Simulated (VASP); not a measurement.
# InSb3 (Fm-3m) in VASP: further runs

InSb3 is run at these levels: PBE; tasks: single point, relaxation of cell and atoms.

Everything below comes from runs of VASP 6.6.1. Logs are shortened: lines on timing, memory, paths and dates and some standing lists are left out, and cuts for length are marked.

### Step 1. The cell of the first run

Symmetry: Fm-3m, No. 225, cubic system. The conventional cell has a = 7.589 Å, b = 7.589 Å, c = 7.589 Å, α = 90.00°, β = 90.00°, γ = 90.00°. Within 4.3 Å of In (site symmetry m-3m) lie 14 Sb at 3.29 to 3.79 Å. Sb (site symmetry -43m) has 4 In at 3.29 Å and 10 Sb at 3.29 to 3.79 Å within 4.3 Å. Within 4.3 Å of Sb (site symmetry m-3m) lie 8 Sb at 3.29 Å and 6 In at 3.79 Å.

### Step 2. Single point, PBE

The input, INCAR:

```
SYSTEM = InSb3
  PREC = Accurate
  ENCUT = 520
  EDIFF = 1E-6
  ISMEAR = 0
  SIGMA = 0.1
  LREAL = .FALSE.
  LASPH = .TRUE.
  NELM = 100
  ALGO = Normal
  ISIF = 2
  LWAVE = .FALSE.
  LCHARG = .FALSE.
  GGA = PE
  NBANDS = 22
```

The input, KPOINTS:

```
regular mesh
0
G
  4 4 4
  0 0 0
```

The input, POSCAR:

```
InSb3
1.0
    0.0000000000      3.7945549500      3.7945549500
    3.7945549500      0.0000000000      3.7945549500
    3.7945549500      3.7945549500      0.0000000000
In Sb
1 3
Direct
    0.0000000000      0.0000000000      0.0000000000
    0.2500000000      0.2500000000      0.2500000000
    0.7500000000      0.7500000000      0.7500000000
    0.5000000000      0.5000000000      0.5000000000
```

Potentials or basis: VASP PAW PBE potentials, release 64 (In_d, Sb).

Command:

```
$ cat potpaw_PBE.64/In_d/POTCAR potpaw_PBE.64/Sb/POTCAR > POTCAR
$ mpirun -np 1 vasp_std > vasp.out
```

OUTCAR:

```text
SYSTEM = InSb3
   PREC = Accurate
   ENCUT = 520
   EDIFF = 1E-6
   ISMEAR = 0
   LREAL = .FALSE.
   LASPH = .TRUE.
   NELM = 100
   ISIF = 2
   GGA = PE

 ion  position               nearest neighbor table
   1  0.000  0.000  0.000-   3 3.29   3 3.29   3 3.29   2 3.29   3 3.29   2 3.29   2 3.29   2 3.29
                             4 3.79   4 3.79   4 3.79   4 3.79   4 3.79   4 3.79
   2  0.250  0.250  0.250-   1 3.29   1 3.29   1 3.29   1 3.29   4 3.29   4 3.29   4 3.29   4 3.29

   3  0.750  0.750  0.750-   4 3.29   4 3.29   4 3.29   1 3.29   4 3.29   1 3.29   1 3.29   1 3.29

   4  0.500  0.500  0.500-   2 3.29   2 3.29   2 3.29   2 3.29   3 3.29   3 3.29   3 3.29   3 3.29
                             1 3.79   1 3.79   1 3.79   1 3.79   1 3.79   1 3.79

  LATTYP: Found a face centered cubic cell.
 ALAT       =     7.5891099000

  Lattice vectors:

 A1 = (   0.0000000000,   3.7945549500,   3.7945549500)
 A2 = (   3.7945549500,   0.0000000000,   3.7945549500)
 A3 = (   3.7945549500,   3.7945549500,   0.0000000000)

Analysis of symmetry for initial positions (statically):
=====================================================================
 Subroutine PRICEL returns:
 Original cell was already a primitive cell.

 Routine SETGRP: Setting up the symmetry group for a
 face centered cubic supercell.

 Subroutine GETGRP returns: Found 48 space group operations
 (whereof 48 operations were pure point group operations)
 out of a pool of 48 trial point group operations.

The static configuration has the point symmetry O_h .

Analysis of symmetry for dynamics (positions and initial velocities):
=====================================================================
 Subroutine PRICEL returns:
 Original cell was already a primitive cell.

 Routine SETGRP: Setting up the symmetry group for a
 face centered cubic supercell.

 Subroutine GETGRP returns: Found 48 space group operations
 (whereof 48 operations were pure point group operations)
 out of a pool of 48 trial point group operations.

The dynamic configuration has the point symmetry O_h .

 Subroutine INISYM returns: Found 48 space group operations
 (whereof 48 operations are pure point group operations),
 and found     1 'primitive' translations

----------------------------------------------------------------------------------------

                                     Primitive cell

  volume of cell :     109.2729

  direct lattice vectors                    reciprocal lattice vectors
     0.000000000  3.794554950  3.794554950    -0.131767758  0.131767758  0.131767758
     3.794554950  0.000000000  3.794554950     0.131767758 -0.131767758  0.131767758
     3.794554950  3.794554950  0.000000000     0.131767758  0.131767758 -0.131767758

  length of vectors
     5.366311073  5.366311073  5.366311073     0.228228452  0.228228452  0.228228452

  position of ions in fractional coordinates (direct lattice)
     0.000000000  0.000000000  0.000000000
     0.250000000  0.250000000  0.250000000
     0.750000000  0.750000000  0.750000000
     0.500000000  0.500000000  0.500000000

  ion indices of the primitive-cell ions
   primitive index   ion index
                 1           1
                 2           2
                 3           3
                 4           4

----------------------------------------------------------------------------------------

 KPOINTS: regular mesh

Automatic generation of k-mesh.
 Grid dimensions read from file:
 generate k-points for:    4    4    4

 Generating k-lattice:

  Cartesian coordinates                     Fractional coordinates (reciprocal lattice)
    -0.032941940  0.032941940  0.032941940     0.250000000  0.000000000  0.000000000
     0.032941940 -0.032941940  0.032941940     0.000000000  0.250000000  0.000000000
     0.032941940  0.032941940 -0.032941940     0.000000000  0.000000000  0.250000000

  Length of vectors
     0.057057113  0.057057113  0.057057113

  Shift w.r.t. Gamma in fractional coordinates (k-lattice)
     0.000000000  0.000000000  0.000000000

 Subroutine IBZKPT returns following result:
 ===========================================

 Found      8 irreducible k-points:

 Following reciprocal coordinates:
            Coordinates               Weight
  0.000000  0.000000  0.000000      1.000000
  0.250000  0.000000  0.000000      8.000000
  0.500000  0.000000  0.000000      4.000000
  0.250000  0.250000  0.000000      6.000000
  0.500000  0.250000  0.000000     24.000000
 -0.250000  0.250000  0.000000     12.000000
  0.500000  0.500000  0.000000      3.000000
 -0.250000  0.500000  0.250000      6.000000
   k-points           NKPTS =      8   k-points in BZ     NKDIM =      8   number of bands    NBANDS=     22
   number of dos      NEDOS =    301   number of ions     NIONS =      4
   total plane-waves  NPLWV =  64000
   dimension x,y,z NGX =    40 NGY =   40 NGZ =   40
   dimension x,y,z NGXF=    80 NGYF=   80 NGZF=   80
   ions per type =               1   3
   NGX,Y,Z   is equivalent  to a cutoff of  12.39, 12.39, 12.39 a.u.
   NGXF,Y,Z  is equivalent  to a cutoff of  24.78, 24.78, 24.78 a.u.
 SYSTEM =  InSb3
   PREC   = accura    normal or accurate (medium, high low for compatibility)
   ISTART =      0    job   : 0-new  1-cont  2-samecut
   ICHARG =      2    charge: 1-file 2-atom 10-const
   ISPIN  =      1    spin polarized calculation?
   LNONCOLLINEAR =      F non collinear calculations
   LSORBIT =      F    spin-orbit coupling
   LASPH  =      T    aspherical Exc in radial PAW
   ENCUT  =  520.0 eV  38.22 Ry    6.18 a.u.   9.98  9.98  9.98*2*pi/ulx,y,z
   NELM   =    100;   NELMIN=  2; NELMDL= -5     # of ELM steps
   EDIFF  = 0.1E-05   stopping-criterion for ELM
   LREAL  =      F    real-space projection
   EDIFFG = 0.1E-04   stopping-criterion for IOM
   NSW    =      0    number of steps for IOM
   IBRION =     -1    ionic relax: 0-MD 1-quasi-New 2-CG
   NFREE  =      0    steps in history (QN), initial steepest desc. (CG)
   ISIF   =      2    stress and relaxation
   ISYM   =      2    0-nonsym 1-usesym 2-fastsym
   POTIM  = 0.5000    time-step for ionic-motion
   TEBEG  =    0.0;   TEEND  =   0.0 temperature during run
   PSTRESS=    0.0 pullay stress
   NELECT =      28.0000    total number of electrons
   NUPDOWN=      -1.0000    fix difference up-down
   EMIN   =  10.00;   EMAX   =-10.00  energy-range for DOS
   EFERMI =   0.00;   METHOD = LEGACY
   ISMEAR =     0;   SIGMA  =   0.10  broadening in eV -4-tet -1-fermi 0-gaus
   EFERMI_NEDOS =   21; number of points for ismear=-14 and -15
   IALGO  =     38    algorithm
   IMIX   =      4    mixing-type and parameters
     AMIX     =   0.40;   BMIX     =  1.00
     AMIX_MAG =   1.60;   BMIX_MAG =  1.00
  volume/ion in A,a.u.               =      27.32       184.35
  Fermi-wavevector in a.u.,A,eV,Ry     =   1.039816  1.964968 14.710866  1.081218
  Thomas-Fermi vector in A             =   2.174364
   LORBIT       =      0    0 simple, 1 ext, 2 COOP (PROOUT), +10 PAW based schemes
   GGA     = PE    functional components
   LHFCALC =     F    Hartree Fock is set to
   AEXX    =    0.0000 exact exchange contribution
   IVDW    =     0    specifies the selected vdW correction
   LEPSILON=     F    determine dielectric tensor
   LRPA    =     F    only Hartree local field effects (RPA)
 non-spin polarized calculation
 Gauss-broadening in eV      SIGMA  =   0.10
  energy-cutoff  :      520.00
  volume of cell :      109.27
 maximum number of plane-waves:      2954
   NGX = 19   NGY = 19   NGZ = 19

 number of electron      27.9999991 magnetization

 Free energy of the ion-electron system (eV)
  ---------------------------------------------------
  ext. energy  EPLUGINS =         0.00000000
  ---------------------------------------------------
  free energy    TOTEN  =       -14.08656870 eV

  energy without entropy =      -14.04228749  energy(sigma->0) =      -14.06442809

 E-fermi :   7.9516     XC(G=0): -10.1458

 val. band max:        7.9150426966   @ k =   0.2500   0.0000   0.0000
 cond. band min:       7.9610027713   @ k =   0.5000   0.2500   0.0000
 fundamental gap:      0.0459600746
 Fermi energy:         7.9515890715

 k-point     1 :       0.0000    0.0000    0.0000
  band No.  band energies     occupation
      1      -6.5658      2.00000
      2      -6.5658      2.00000
      3      -6.5658      2.00000
      4      -6.5351      2.00000
      5      -6.5351      2.00000
      6      -4.2752      2.00000
[... 14 lines left out ...]
     21      14.6670      0.00000
     22      14.6670      0.00000

 k-point     2 :       0.2500    0.0000    0.0000
  band No.  band energies     occupation
      1      -6.5730      2.00000
      2      -6.5629      2.00000
      3      -6.5629      2.00000
      4      -6.5359      2.00000
      5      -6.5359      2.00000
      6      -3.8187      2.00000
[... 14 lines left out ...]
     21      12.9521      0.00000
     22      13.5713      0.00000

 k-point     3 :       0.5000    0.0000    0.0000
  band No.  band energies     occupation
      1      -6.5811      2.00000
      2      -6.5606      2.00000
      3      -6.5606      2.00000
      4      -6.5361      2.00000
      5      -6.5361      2.00000
      6      -2.8207      2.00000
[... 14 lines left out ...]
     21      13.6905      0.00000
     22      16.2431      0.00000

 k-point     4 :       0.2500    0.2500    0.0000
  band No.  band energies     occupation
      1      -6.5776      2.00000
      2      -6.5600      2.00000
      3      -6.5600      2.00000
      4      -6.5403      2.00000
      5      -6.5338      2.00000
      6      -3.6650      2.00000
[... 14 lines left out ...]
     21      12.7374      0.00000
     22      12.7374      0.00000

 k-point     5 :       0.5000    0.2500    0.0000
  band No.  band energies     occupation
      1      -6.5800      2.00000
      2      -6.5626      2.00000
      3      -6.5570      2.00000
      4      -6.5423      2.00000
      5      -6.5346      2.00000
      6      -2.6808      2.00000
[... 14 lines left out ...]
     21      13.2089      0.00000
     22      14.1784      0.00000

 k-point     6 :      -0.2500    0.2500    0.0000
  band No.  band energies     occupation
      1      -6.5730      2.00000
      2      -6.5675      2.00000
      3      -6.5594      2.00000
      4      -6.5379      2.00000
      5      -6.5371      2.00000
      6      -3.0855      2.00000
[... 14 lines left out ...]
     21      13.5056      0.00000
     22      14.7420      0.00000

 k-point     7 :       0.5000    0.5000    0.0000
  band No.  band energies     occupation
      1      -6.5897      2.00000
      2      -6.5539      2.00000
      3      -6.5539      2.00000
      4      -6.5478      2.00000
      5      -6.5325      2.00000
      6      -2.0937      2.00000
[... 14 lines left out ...]
     21      13.0264      0.00000
     22      13.3392      0.00000

 k-point     8 :      -0.2500    0.5000    0.2500
  band No.  band energies     occupation
      1      -6.5727      2.00000
      2      -6.5727      2.00000
      3      -6.5539      2.00000
      4      -6.5439      2.00000
      5      -6.5352      2.00000
      6      -1.7324      2.00000
[... 14 lines left out ...]
     21      12.1010      0.00000
     22      15.7732      0.00000

------------------------ aborting loop because EDIFF is reached ----------------------------------------

  FORCE on cell =-STRESS in cart. coord.  units (eV):
  Direction    XX          YY          ZZ          XY          YZ          ZX
  --------------------------------------------------------------------------------------
  -------------------------------------------------------------------------------------
  Total       -0.9482418     -0.9482418     -0.9482418      0.0000000      0.0000000      0.0000000
  in kB      -13.9032753    -13.9032753    -13.9032753      0.0000000      0.0000000      0.0000000
  external PRESSURE =     -13.9032753 kB  Pullay stress =       0.0000000 kB

 VOLUME and BASIS-vectors are now :
 -----------------------------------------------------------------------------
  energy-cutoff  :      520.00
  volume of cell :      109.27
      direct lattice vectors                 reciprocal lattice vectors
     0.000000000  3.794554950  3.794554950    -0.131767758  0.131767758  0.131767758
     3.794554950  0.000000000  3.794554950     0.131767758 -0.131767758  0.131767758
     3.794554950  3.794554950  0.000000000     0.131767758  0.131767758 -0.131767758

 POSITION                                       TOTAL-FORCE (eV/Angst)
 -----------------------------------------------------------------------------------
      0.00000      0.00000      0.00000         0.000000      0.000000     -0.000000
      1.89728      1.89728      1.89728        -0.000000     -0.000000     -0.000000
      5.69183      5.69183      5.69183         0.000000      0.000000      0.000000
      3.79455      3.79455      3.79455         0.000000      0.000000     -0.000000
 -----------------------------------------------------------------------------------
    total drift:                               -0.000000      0.000000      0.000000

  FREE ENERGIE OF THE ION-ELECTRON SYSTEM (eV)
  ---------------------------------------------------
  free  energy   TOTEN  =       -14.0865686997 eV

  energy  without entropy=      -14.0422874879  energy(sigma->0) =      -14.06442809
```

Wall time 14 s (1 thread of Intel Xeon 6975P-C (Granite Rapids), shared host); peak memory 0.24 GiB.

What came out:

```
Free energy            : -14.0866 eV
Pressure               : -1.4 GPa
Band gap on the k mesh : zero (band 14 reaches 9.13 eV, above the bottom of band 15 at 5.65 eV)
```

Levels at points of the mesh, in eV from the Fermi level:
| k point | band 11 | band 12 | band 13 | band 14 | band 15 | band 16 | band 17 | band 18 |
| --- | --- | --- | --- | --- | --- | --- | --- | --- |
| (0.00, 0.00, 0.00) | -2.46 | -2.37 | -2.37 | -2.37 | -2.30 | -0.66 | -0.66 | -0.66 |
| (0.50, 0.00, 0.00) | -3.41 | -2.58 | -2.58 | -0.23 | -0.08 | 1.94 | 1.94 | 3.08 |
| (0.50, 0.50, 0.00) | -5.04 | 0.35 | 0.91 | 0.91 | 1.26 | 1.72 | 1.82 | 1.82 |

Caveat: spin-orbit coupling is left out, which moves the levels of the heavy elements.

### Step 3. Single point, PBE

This run uses another cell than the first one, of 27.22 Å³/atom, 0.996 times its volume.

The input, INCAR:

```
ALGO = Normal ; EDIFF = 1E-6
ENCUT = 520 ; GGA = PE
ISIF = 2 ; ISMEAR = 0
LASPH = T ; LCHARG = T
LELF = T ; LREAL = F
LVHAR = T ; LWAVE = F
NBANDS = 22 ; NELM = 100
PREC = Accurate ; SIGMA = 0.1
```

The input, KPOINTS:

```
k-points
0
Gamma
  10 10 10
```

The input, POSCAR:

```
InSb3
1.0
    0.0000000000      3.7901144523      3.7901144523
    3.7901144523      0.0000000000      3.7901144523
    3.7901144523      3.7901144523      0.0000000000
In Sb
1 3
Direct
    0.0000000000      0.0000000000      0.0000000000
    0.2500000000      0.2500000000      0.2500000000
    0.7500000000      0.7500000000      0.7500000000
    0.5000000000      0.5000000000      0.5000000000
```

Potentials or basis: VASP PAW PBE potentials, release 64 (In_d, Sb).

Command:

```
$ cat potpaw_PBE.64/In_d/POTCAR potpaw_PBE.64/Sb/POTCAR > POTCAR
$ mpirun -np 1 vasp_std > vasp.out
```

OUTCAR:

```text
EDIFF = 1E-6
   ENCUT = 520
   GGA = PE
   ISIF = 2
   ISMEAR = 0
   LASPH = T
   LREAL = F
   NELM = 100
   PREC = Accurate

 ion  position               nearest neighbor table
   1  0.000  0.000  0.000-   2 3.28   3 3.28   3 3.28   3 3.28   3 3.28   2 3.28   2 3.28   2 3.28
                             4 3.79   4 3.79   4 3.79   4 3.79   4 3.79   4 3.79
   2  0.250  0.250  0.250-   1 3.28   4 3.28   1 3.28   1 3.28   1 3.28   4 3.28   4 3.28   4 3.28

   3  0.750  0.750  0.750-   1 3.28   4 3.28   4 3.28   4 3.28   4 3.28   1 3.28   1 3.28   1 3.28

[... 795 lines left out ...]
     22      12.8479      0.00000

 [... further k-points ...]
[... 5 lines left out ...]
  --------------------------------------------------------------------------------------
  -------------------------------------------------------------------------------------
  Total       -0.0326968     -0.0326968     -0.0326968      0.0000000      0.0000000      0.0000000
  in kB       -0.4810931     -0.4810931     -0.4810931      0.0000000      0.0000000      0.0000000
  external PRESSURE =      -0.4810931 kB  Pullay stress =       0.0000000 kB

 VOLUME and BASIS-vectors are now :
 -----------------------------------------------------------------------------
  energy-cutoff  :      520.00
  volume of cell :      108.89
      direct lattice vectors                 reciprocal lattice vectors
     0.000000000  3.790114452  3.790114452    -0.131922138  0.131922138  0.131922138
     3.790114452  0.000000000  3.790114452     0.131922138 -0.131922138  0.131922138
     3.790114452  3.790114452  0.000000000     0.131922138  0.131922138 -0.131922138

 POSITION                                       TOTAL-FORCE (eV/Angst)
 -----------------------------------------------------------------------------------
      0.00000      0.00000      0.00000        -0.000000      0.000000     -0.000000
      1.89506      1.89506      1.89506         0.000000     -0.000000      0.000000
      5.68517      5.68517      5.68517        -0.000000      0.000000     -0.000000
      3.79011      3.79011      3.79011        -0.000000      0.000000     -0.000000
 -----------------------------------------------------------------------------------
    total drift:                               -0.000000      0.000000      0.000000

  FREE ENERGIE OF THE ION-ELECTRON SYSTEM (eV)
  ---------------------------------------------------
  free  energy   TOTEN  =       -14.3073873124 eV

  energy  without entropy=      -14.2974147332  energy(sigma->0) =      -14.30240102
```

stdout:

```text
POSCAR found type information on POSCAR InSb
 POSCAR found :  2 types and       4 ions
 scaLAPACK will be used
 LDA part: xc-table for (Slater+PW92), standard interpolation
 POSCAR, INCAR and KPOINTS ok, starting setup
 FFT: planning ... GRIDC
 FFT: planning ... GRID_SOFT
 FFT: planning ... GRID
 WAVECAR not read
 entering main loop
```

Wall time 51 s (1 thread of Intel Xeon 6975P-C (Granite Rapids), shared host); peak memory 0.29 GiB.

What came out:

- Free energy: -14.3074 eV
- Pressure: 0.0 GPa
- Band gap on the k mesh: zero (band 14 reaches 9.13 eV, above the bottom of band 15 at 5.71 eV)

Caveat: spin-orbit coupling is left out, which moves the levels of the heavy elements.

(Part 1 of 2 ends here.)
